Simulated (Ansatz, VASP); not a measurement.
**MoW5 in VASP and in Ansatz**

File INCAR:

```
  PREC = Accurate
  ENCUT = 520
  EDIFF = 1E-6
  ISMEAR = 0
  SIGMA = 0.1
  LREAL = F
  LASPH = T
  NELM = 150
  ALGO = Normal
  ISIF = 2
  LWAVE = F
  LCHARG = F
  ISPIN = 2
  MAGMOM = 1 0 0 0 0 0
  LORBIT = 11
  LMAXMIX = 4
  GGA = PE
  NBANDS = 55
```

Contents of KPOINTS:

```
Automatic mesh
0
Gamma
  6 6 2
```

POSCAR

```
MoW5
1.0
    3.1798401000      0.0000000000      0.0000000000
    0.0000000000      3.1798401000      0.0000000000
    0.0000000000      0.0000000000      9.5417943000
Mo W
1 5
Direct
    0.5000000000      0.5000000000      0.5000000000
    0.0000000000      0.0000000000      0.6659340000
    0.5000000000      0.5000000000      0.8328580000
    0.0000000000      0.0000000000      0.0000000000
    0.5000000000      0.5000000000      0.1671420000
    0.0000000000      0.0000000000      0.3340660000
```

Input for Ansatz:

```yaml
crystal:
  lattice:
    - [3.1798401, 0.0, 0.0]
    - [0.0, 3.1798401, 0.0]
    - [0.0, 0.0, 9.5417943]
  atoms:
    - { symbol: Mo, position: [0.5, 0.5, 0.5], spin: 1.0 }
    - { symbol: W, position: [0.0, 0.0, 0.665934] }
    - { symbol: W, position: [0.5, 0.5, 0.832858] }
    - { symbol: W, position: [0.0, 0.0, 0.0] }
    - { symbol: W, position: [0.5, 0.5, 0.167142] }
    - { symbol: W, position: [0.0, 0.0, 0.334066] }
basis:
  ecutwfc: 420
kpoints:
  mp_grid: { grid: [6, 6, 2] }
hamiltonian:
  xc: pbe
scf:
  occupations: { method: gaussian, width: 0.1 }
  lower_state_search: "off"
output:
  forces: true
  stress: true
  eigenvalues: true
  populations: true
magnetization:
  spin_polarized: true
```

Alike in both runs: task single point; functional PBE; k mesh 6 × 6 × 2; occupations gaussian, width 0.1 eV; collinear spin.

```csv
,VASP,Ansatz
version,VASP 6.6.1,Ansatz 0.2.0
potentials or method,"VASP PAW PBE potentials, release 64 (Mo_sv, W_sv), cutoff 520 eV","scalar-relativistic, plane waves, PAW"
valence electrons in the cell,84,84
```

Ansatz gave:

- gap on the k mesh at the Fermi level (eV): none
- pressure (GPa): -0.2
- traceless stress, the component that is largest in VASP (GPa): 0.11
- net moment per atom (μB): 0.00

Task: Estimate VASP's values.

Result: gap on the k mesh at the Fermi level (eV): none; pressure (GPa): 0.3; traceless stress, the component that is largest in VASP (GPa): 0.10; net moment per atom (μB): 0.00.

A gap of «none» marks a metal or a gap that the smearing closes. With one functional, cell and mesh, what is left measures potentials, basis and numerics. Ansatz's warnings: seeded moment not kept.

Spin-orbit coupling is off throughout.
